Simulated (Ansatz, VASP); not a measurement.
Rb: VASP beside Ansatz

INCAR

```
SYSTEM = Rb
PREC     = Accurate       ! precision mode
ENCUT    = 500            ! plane-wave cutoff, eV
EDIFF    = 1E-6           ! SCF threshold, eV
ISMEAR   = -1             ! smearing method
SIGMA    = 0.1            ! smearing width, eV
LREAL    = .FALSE.        ! projectors in reciprocal space
LASPH    = .TRUE.         ! aspherical terms in the spheres
NELM     = 120            ! most SCF steps
ALGO     = Normal         ! electronic algorithm
ISIF     = 2              ! what is computed and relaxed
LWAVE    = .FALSE.        ! write WAVECAR
LCHARG   = .TRUE.         ! write CHGCAR
GGA      = PE             ! functional
LELF     = .TRUE.         ! ELF
LVHAR    = .TRUE.       
NBANDS   = 26             ! bands
GGA_COMPAT= .FALSE.
```

Contents of KPOINTS:

```
regular mesh
0
G
  8 8 3
  0 0 0
```

File POSCAR:

```
Rb
1.0
    5.1679694674      0.0000000000      0.0000000000
   -2.5839847337      4.4755928447      0.0000000000
    0.0000000000      0.0000000000     17.0497822794
Rb
4
Direct
    1.0000000000      1.0000000000      0.0000000000
    0.0000000000      1.0000000000      0.5000000000
    0.3333333333      0.6666666667      0.2500000000
    0.6666666667      0.3333333333      0.7500000000
```

Input for Ansatz:

```yaml
crystal:
  lattice:
    - [5.1679694674, 0.0, 0.0]
    - [-2.5839847337, 4.4755928447, 0.0]
    - [0.0, 0.0, 17.0497822794]
  atoms:
    - { symbol: Rb, position: [1.0, 1.0, 0.0] }
    - { symbol: Rb, position: [0.0, 1.0, 0.5] }
    - { symbol: Rb, position: [0.3333333333, 0.6666666667, 0.25] }
    - { symbol: Rb, position: [0.6666666667, 0.3333333333, 0.75] }
hamiltonian:
  xc: pbe
  pseudopotentials:
    kind: paw
    azcp:
      Rb: "pseudopotentials/Rb.paw.azcp"
basis:
  ecutwfc: 420
  fft_grid_basis: typed
kpoints:
  mp_grid: { grid: [8, 8, 3], shift: [0, 0, 0] }
magnetization:
  spin_polarized: false
scf:
  occupations: { method: fermi_dirac, width: 0.1 }
  lower_state_search: "off"
output:
  stress: true
  write_density: true
  write_potential: true
  elf: true
  volumetric_format: npy
```

Alike in both runs: task single point; functional PBE; k mesh 8 × 8 × 3; occupations fermi-dirac, width 0.1 eV; no spin polarisation.

|  | VASP | Ansatz |
| --- | --- | --- |
| version | VASP 6.6.1 | Ansatz 0.2.0 |
| potentials or method | VASP PAW PBE potentials, release 64 (Rb_sv), cutoff 500 eV | plane waves (420 eV) with PAW, scalar-relativistic |
| valence electrons in the cell | 36 | 36 |

|  | VASP | Ansatz | Ansatz less VASP |
| --- | --- | --- | --- |
| pressure (GPa) | -0.2 | -0.2 | 0.00 |

The functional is the same, so the differences come from potentials, cutoffs and numerics.
